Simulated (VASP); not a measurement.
# LiHF2 (R-3m) in VASP: vibrations by perturbation theory with PBEsol

Aim: the vibrations by perturbation theory of LiHF2 with PBEsol.

All numbers are computed with VASP 6.6.1; they aren't measurements. Logs are shortened: lines on timing, memory, paths and dates and some standing lists are left out, and cuts for length are marked.

## 1. The cell of the first run

It takes space group R-3m (No. 166, trigonal). Conventional cell: a = 3.011 Å, b = 3.011 Å, c = 13.226 Å, α = 90.00°, β = 90.00°, γ = 120.00°. Li (site symmetry -3m) has 6 F at 2.04 Å and 6 H at 2.81 Å and 6 Li at 3.01 Å within 3.1 Å. Within 1.5 Å of H (site symmetry -3m) lie 2 F at 1.14 Å. F (site symmetry 3m) has 1 H at 1.14 Å within 1.5 Å.

## 2. Vibrations by perturbation theory, PBEsol (8.65 Å³/atom)

The input, INCAR:

```
PREC = Accurate
ENCUT = 520
EDIFF = 1E-8
ISMEAR = 0
SIGMA = 0.01
LREAL = False
LASPH = True
NELM = 80
ALGO = Normal
ISIF = 2
LWAVE = False
LCHARG = False
GGA = PS
NBANDS = 17
IBRION = 8
NSW = 1
```

The input, KPOINTS:

```
regular mesh
0
Gamma
  8 8 8
```

The input, POSCAR:

```
LiHF2
1.0
    1.5054320924      0.8691616238      4.4085924747
   -1.5054320924      0.8691616238      4.4085924747
    0.0000000000     -1.7383232475      4.4085924747
Li H F
1 1 2
Direct
    0.0000000000      0.0000000000      0.0000000000
    0.5000000000      0.5000000000      0.5000000000
    0.4134782805      0.4134782805      0.4134782805
    0.5865217195      0.5865217195      0.5865217195
```

Potentials or basis: VASP PAW PBE potentials, release 64 (Li_sv, H, F).

Command:

```
> cat potpaw_PBE.64/Li_sv/POTCAR potpaw_PBE.64/H/POTCAR potpaw_PBE.64/F/POTCAR > POTCAR
> mpirun -np 1 vasp_std > vasp.out
```

OUTCAR:

```text
PREC = Accurate
   ENCUT = 520
   EDIFF = 1E-8
   ISMEAR = 0
   LREAL = False
   LASPH = True
   NELM = 80
   ISIF = 2
   GGA = PS
   IBRION = 8
   NSW = 1

 ion  position               nearest neighbor table
   1  0.000  0.000  0.000-   4 2.04   3 2.04   4 2.04   4 2.04   3 2.04   3 2.04
   2  0.500  0.500  0.500-   3 1.14   4 1.14
   3  0.413  0.413  0.413-   2 1.14   1 2.04   1 2.04   1 2.04
   4  0.587  0.587  0.587-   2 1.14   1 2.04   1 2.04   1 2.04

  LATTYP: Found a trigonal (rhomboedric) cell.
 ALAT       =     4.7389297654
 COS(alpha) =     0.7981671786

  Lattice vectors:

 A1 = (   1.5054320924,   0.8691616238,   4.4085924747)
 A2 = (  -1.5054320924,   0.8691616238,   4.4085924747)
 A3 = (   0.0000000000,  -1.7383232475,   4.4085924747)

Analysis of symmetry for initial positions (statically):
=====================================================================
 Subroutine PRICEL returns:
 Original cell was already a primitive cell.

 Routine SETGRP: Setting up the symmetry group for a
 trigonal (rhombohedral) supercell.

 Subroutine GETGRP returns: Found 12 space group operations
 (whereof 12 operations were pure point group operations)
 out of a pool of 12 trial point group operations.

The static configuration has the point symmetry D_3d.

Analysis of symmetry for dynamics (positions and initial velocities):
=====================================================================
 Subroutine PRICEL returns:
 Original cell was already a primitive cell.

 Routine SETGRP: Setting up the symmetry group for a
 trigonal (rhombohedral) supercell.

 Subroutine GETGRP returns: Found 12 space group operations
 (whereof 12 operations were pure point group operations)
 out of a pool of 12 trial point group operations.

The dynamic configuration has the point symmetry D_3d.

 Subroutine INISYM returns: Found 12 space group operations
 (whereof 12 operations are pure point group operations),
 and found     1 'primitive' translations

----------------------------------------------------------------------------------------

                                     Primitive cell

  volume of cell :      34.6109

  direct lattice vectors                    reciprocal lattice vectors
     1.505432092  0.869161624  4.408592475     0.332130557  0.191755667  0.075609922
    -1.505432092  0.869161624  4.408592475    -0.332130557  0.191755667  0.075609922
     0.000000000 -1.738323247  4.408592475     0.000000000 -0.383511333  0.075609922

  length of vectors
     4.738929765  4.738929765  4.738929765     0.390893596  0.390893596  0.390893596

  position of ions in fractional coordinates (direct lattice)
     0.000000000  0.000000000  0.000000000
     0.500000000  0.500000000  0.500000000
     0.413478281  0.413478281  0.413478281
     0.586521719  0.586521719  0.586521719

  ion indices of the primitive-cell ions
   primitive index   ion index
                 1           1
                 2           2
                 3           3
                 4           4

----------------------------------------------------------------------------------------

 KPOINTS: regular mesh

Automatic generation of k-mesh.
 Grid dimensions read from file:
 generate k-points for:    8    8    8

 Generating k-lattice:

  Cartesian coordinates                     Fractional coordinates (reciprocal lattice)
     0.041516320  0.023969458  0.009451240     0.125000000  0.000000000  0.000000000
    -0.041516320  0.023969458  0.009451240     0.000000000  0.125000000  0.000000000
     0.000000000 -0.047938917  0.009451240     0.000000000  0.000000000  0.125000000

  Length of vectors
     0.048861699  0.048861699  0.048861699

  Shift w.r.t. Gamma in fractional coordinates (k-lattice)
     0.000000000  0.000000000  0.000000000

[... 60 lines left out ...]
   PSTRESS=    0.0 pullay stress
   NELECT =      18.0000    total number of electrons
   NUPDOWN=      -1.0000    fix difference up-down
   EMIN   =  10.00;   EMAX   =-10.00  energy-range for DOS
   EFERMI =   0.00;   METHOD = LEGACY
   ISMEAR =     0;   SIGMA  =   0.01  broadening in eV -4-tet -1-fermi 0-gaus
   EFERMI_NEDOS =   21; number of points for ismear=-14 and -15
   IALGO  =     38    algorithm
   IMIX   =      4    mixing-type and parameters
     AMIX     =   0.40;   BMIX     =  1.00
     AMIX_MAG =   1.60;   BMIX_MAG =  1.00
  volume/ion in A,a.u.               =       8.65        58.39
  Fermi-wavevector in a.u.,A,eV,Ry     =   1.316522  2.487865 23.582018  1.733229
  Thomas-Fermi vector in A             =   2.446628
   LORBIT       =      0    0 simple, 1 ext, 2 COOP (PROOUT), +10 PAW based schemes
   GGA     = PS    functional components
   LHFCALC =     F    Hartree Fock is set to
   AEXX    =    0.0000 exact exchange contribution
   IVDW    =     0    specifies the selected vdW correction
   LEPSILON=     F    determine dielectric tensor
   LRPA    =     F    only Hartree local field effects (RPA)
 non-spin polarized calculation
 Gauss-broadening in eV      SIGMA  =   0.01
  energy-cutoff  :      520.00
  volume of cell :       34.61
 maximum number of plane-waves:       952
   NGX = 17   NGY = 17   NGZ = 17

--------------------------------------- Ionic step        1  -------------------------------------------

 number of electron      18.0000001 magnetization

 Free energy of the ion-electron system (eV)
  ---------------------------------------------------
  ext. energy  EPLUGINS =         0.00000000
  ---------------------------------------------------
  free energy    TOTEN  =       -18.60248910 eV

  energy without entropy =      -18.60248910  energy(sigma->0) =      -18.60248910

 E-fermi :  -2.9411     XC(G=0):  -9.1432

 val. band max:       -3.0284228281   @ k =   0.5000   0.5000   0.5000
 cond. band min:       4.9788690429   @ k =   0.0000   0.0000   0.0000
 fundamental gap:      8.0072918710
 Fermi energy:        -2.9411036482

 k-point     1 :       0.0000    0.0000    0.0000
  band No.  band energies     occupation
      1     -42.9894      2.00000
      2     -23.8755      2.00000
      3     -22.4531      2.00000
      4      -8.5964      2.00000
      5      -3.4351      2.00000
      6      -3.4351      2.00000
[... 457 lines left out ...]
      4      -8.1641      2.00000
      5      -4.6535      2.00000
      6      -3.7818      2.00000
[... 9 lines left out ...]
     16      16.7822      0.00000
     17      19.8392      0.00000

 [... further k-points ...]
[... 5 lines left out ...]
  --------------------------------------------------------------------------------------
  -------------------------------------------------------------------------------------
  Total       -0.2709887     -0.2709887     -0.2768684      0.0000000     -0.0000000     -0.0000000
  in kB      -12.5443686    -12.5443686    -12.8165454      0.0000000     -0.0000000     -0.0000000
  external PRESSURE =     -12.6350942 kB  Pullay stress =       0.0000000 kB

 VOLUME and BASIS-vectors are now :
 -----------------------------------------------------------------------------
  energy-cutoff  :      520.00
  volume of cell :       34.61
      direct lattice vectors                 reciprocal lattice vectors
     1.505432092  0.869161624  4.408592475     0.332130557  0.191755667  0.075609922
    -1.505432092  0.869161624  4.408592475    -0.332130557  0.191755667  0.075609922
     0.000000000 -1.738323247  4.408592475     0.000000000 -0.383511333  0.075609922

 POSITION                                       TOTAL-FORCE (eV/Angst)
 -----------------------------------------------------------------------------------
      0.00000      0.00000      0.00000         0.000000      0.000000      0.000000
      0.00000      0.00000      6.61289         0.000000      0.000000      0.000000
      0.00000      0.00000      5.46857         0.000000     -0.000000     -0.064275
      0.00000      0.00000      7.75721         0.000000      0.000000      0.064275
 -----------------------------------------------------------------------------------
    total drift:                                0.000000     -0.000000      0.000000

  FREE ENERGIE OF THE ION-ELECTRON SYSTEM (eV)
  ---------------------------------------------------
  free  energy   TOTEN  =       -18.6024890980 eV

  energy  without entropy=      -18.6024890980  energy(sigma->0) =      -18.60248910

[... ionic steps 2 to 9 ...]

--------------------------------------- Ionic step       10  -------------------------------------------

------------------------ aborting loop because EDIFF is reached ----------------------------------------

[... ionic steps 11 to 11 ...]

--------------------------------------- Ionic step       12  -------------------------------------------

 Free energy of the ion-electron system (eV)
  ---------------------------------------------------
  ---------------------------------------------------
  free energy    TOTEN  =        -0.54528176 eV

  energy without entropy =       -0.54528176

------------------------ aborting loop because EDIFF is reached ----------------------------------------

 INTERNAL STRAIN TENSOR  FOR ION    3  DIRECTION 3   (eV/Angst):
 -----------------------------------------------------------------------------
    -1.78223  0.00000  0.00000
     0.00000 -1.78223  0.00000
     0.00000  0.00000 25.29645

 INTERNAL STRAIN TENSOR FOR ION    4 for displacements in x,y,z  (eV/Angst):
          X           Y           Z          XY          YZ          ZX
  --------------------------------------------------------------------------------
  x    -0.00000     0.00000     0.00000     0.12517     0.00000     1.69888
  y     0.12517    -0.12517    -0.00000     0.00000     1.25883     0.00000
  z     1.78223     1.78223   -25.29645     0.00000    -0.00000     0.00000

 SECOND DERIVATIVES (NOT SYMMETRIZED)
 ------------------------------------
               1X          1Y          1Z          2X          2Y          2Z          3X          3Y          3Z          4X          4Y          4Z
  1X    -1.680765    0.000000    0.000000    0.005269    0.000000    0.000000    0.837748    0.000000    0.000000    0.837748    0.000000    0.000000
  1Y     0.000000   -1.680765   -0.000000   -0.000000    0.005269    0.000000    0.000000    0.837748   -0.000000    0.000000    0.837748   -0.000000
  1Z     0.000000   -0.000000   -3.607030    0.000000    0.000000    4.200163    0.000000   -0.000000   -0.296566    0.000000   -0.000000   -0.296566
  2X     0.004727    0.000000    0.000000   -4.611226   -0.000000    0.000000    2.303250    0.000000    0.000000    2.303250    0.000000    0.000000
  2Y     0.000000    0.004727    0.000000    0.000000   -4.611226   -0.000000    0.000000    2.303250    0.000000    0.000000    2.303250    0.000000
  2Z     0.000000    0.000000    4.205494    0.000000   -0.000000  -11.025247    0.000000    0.000000    3.409877    0.000000    0.000000    3.409877
  3X     0.828959    0.000000    0.000000    2.302710    0.000000    0.000000   -2.353406    0.000000   -0.000000   -0.778264    0.000000    0.000000
  3Y     0.000000    0.828959   -0.000000    0.000000    2.302710    0.000000    0.000000   -2.353406   -0.000000    0.000000   -0.778264    0.000000
  3Z     0.000000   -0.000000   -0.281187    0.000000    0.000000    3.419422    0.000000   -0.000000  -17.092093    0.000000    0.000000   13.953857
  4X     0.828959    0.000000    0.000000    2.302710    0.000000    0.000000   -0.778264    0.000000    0.000000   -2.353406    0.000000   -0.000000
  4Y     0.000000    0.828959   -0.000000    0.000000    2.302710    0.000000    0.000000   -0.778264    0.000000    0.000000   -2.353406   -0.000000
  4Z     0.000000   -0.000000   -0.281187    0.000000    0.000000    3.419422    0.000000    0.000000   13.953857    0.000000   -0.000000  -17.092093

 Eigenvectors and eigenvalues of the dynamical matrix
 ----------------------------------------------------

   1 f  =   52.709989 THz   331.186628 2PiTHz 1758.215974 cm-1   217.990900 meV
             X         Y         Z           dx          dy          dz
      0.000000  0.000000  0.000000    -0.000000   -0.000000   -0.144335
      0.000000  0.000000  6.612889    -0.000000    0.000000    0.984680
      0.000000  0.000000  5.468572     0.000000   -0.000000   -0.069181
      0.000000  0.000000  7.757206     0.000000   -0.000000   -0.069181
[... 71 lines left out ...]
  12 f/i=    0.033923 THz     0.213146 2PiTHz    1.131559 cm-1     0.140295 meV
             X         Y         Z           dx          dy          dz
      0.000000  0.000000  0.000000     0.000000   -0.000000   -0.393706
      0.000000  0.000000  6.612889     0.000000   -0.000000   -0.147855
      0.000000  0.000000  5.468572     0.000000   -0.000000   -0.641535
      0.000000  0.000000  7.757206     0.000000   -0.000000   -0.641535

--------------------------------------------------------------------------------------------------------

 ELASTIC MODULI CONTR FROM IONIC RELAXATION (kBar)
 Direction    XX          YY          ZZ          XY          YZ          ZX
 --------------------------------------------------------------------------------
 XX         -10.3931     -8.5513    134.4456      0.0000     -9.2613      0.0000
 YY          -8.5513    -10.3931    134.4456     -0.0000      9.2613     -0.0000
 ZZ         134.4456    134.4456  -1908.2795     -0.0000     -0.0000     -0.0000
 XY           0.0000     -0.0000     -0.0000     -0.9209      0.0000    -12.4988
 YZ          -9.2613      9.2613     -0.0000      0.0000    -93.1410      0.0000
 ZX           0.0000     -0.0000     -0.0000    -12.4988      0.0000   -169.6428
 --------------------------------------------------------------------------------
```

Run time: 39 min. Hardware: 1 thread of Intel Xeon 8259CL, shared host; peak memory 0.49 GiB.

Results:

| Property | Result |
| --- | --- |
| Highest phonon frequency at Γ, LO-TO splitting left out | 1758 cm⁻¹ |

Phonon frequencies in cm⁻¹ (negative: imaginary):
| q point | frequencies |
| --- | --- |
| (0.000, 0.000, 0.000) | -1 -1 -1 150 150 277 277 303 667 1135 1135 1758 |

Caveat: the cell stands under pressure or tension, which shifts response properties; the cutoff is under 1.25 times the usual one of these potentials, so pressure, stress and relaxed cells hold a basis-set (Pulay) error; the PAW data sets were made with another functional, which shifts forces and pressure a little.
